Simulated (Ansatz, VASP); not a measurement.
**One calculation of HCl, two programs**

```xyz
2
Lattice="15.0000 0.0000 0.0000 0.0000 15.5000 0.0000 0.0000 0.0000 16.0000" Properties=species:S:1:pos:R:3 pbc="T T T"
Cl    6.9770    7.7352    7.6877
H     8.0230    7.7648    8.3123
```

Alike in both runs: task relaxation of the atoms; functional PBE; k mesh 1 × 1 × 1; occupations gaussian, width 0.005 eV; no spin polarisation.

```csv
,VASP,Ansatz
version,VASP 6.6.1,Ansatz 0.2.0
potentials or method,"VASP PAW PBE potentials, release 64 (Cl, H), cutoff 520 eV","scalar-relativistic, plane waves, PAW"
valence electrons in the cell,8,8
```

|  | VASP | Ansatz | Ansatz less VASP |
| --- | --- | --- | --- |
| gap on the k mesh at the Fermi level, each at its own relaxed structure (eV) | 6.88 | 6.82 | -0.060 |
